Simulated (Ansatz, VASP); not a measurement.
## P in VASP and in Ansatz

File INCAR:

```
SYSTEM = P
  PREC = Accurate
  ENCUT = 520
  EDIFF = 1E-6
  ISMEAR = 0
  SIGMA = 0.05
  LREAL = .False.
  LASPH = .True.
  NELM = 100
  ALGO = Normal
  ISIF = 2
  LWAVE = .False.
  LCHARG = .False.
  GGA = PS
  NBANDS = 18
```

File KPOINTS:

```
Automatic mesh
0
Gamma
  8 1 6
  0 0 0
```

POSCAR

```
P
1.0
    3.2843671017      0.0000000000      0.0000000000
    0.0000000000     34.8747470704      0.0000000000
    0.0000000000      0.0000000000      4.4369100789
P
4
Direct
   -0.0380590830      0.9696876236      0.5826201292
    0.0000000000      0.0303123764      0.4173798708
    0.5000000000      0.0303123764      0.0826201292
    0.5000000000      0.9696876236      0.9173798708
```

Input for Ansatz:

```yaml
crystal:
  lattice:
    - [3.2843671017, 0.0, 0.0]
    - [0.0, 34.8747470704, 0.0]
    - [0.0, 0.0, 4.4369100789]
  atoms:
    - { symbol: P, position: [-0.038059083, 0.9696876236, 0.5826201292] }
    - { symbol: P, position: [0.0, 0.0303123764, 0.4173798708] }
    - { symbol: P, position: [0.5, 0.0303123764, 0.0826201292] }
    - { symbol: P, position: [0.5, 0.9696876236, 0.9173798708] }
basis:
  ecutwfc: 420
kpoints:
  mp_grid: { grid: [8, 1, 6] }
hamiltonian:
  xc: pbesol
scf:
  occupations: { method: gaussian, width: 0.05 }
output:
  forces: true
  stress: true
  eigenvalues: true
```

Alike in both runs: task single point; functional PBEsol; k mesh 8 × 1 × 6; occupations gaussian, width 0.05 eV; no spin polarisation.

|  | VASP | Ansatz |
| --- | --- | --- |
| version | VASP 6.6.1 | Ansatz 0.2.0 |
| potentials or method | VASP PAW PBE potentials, release 64 (P), cutoff 520 eV | scalar-relativistic, plane waves, PAW |
| valence electrons in the cell | 20 | 20 |

```tsv
	VASP	Ansatz	Ansatz less VASP
gap on the k mesh at the Fermi level (eV)	0.69	0.68	-0.015
least direct gap on the mesh (eV)	0.69	0.68	-0.015
rms of the force components (eV/Å)	0.543	0.545	+0.0020
```

VASP's potentials were made for PBE, not for PBEsol. Atom by atom the forces differ by 0.013 eV/Å (rms over components).
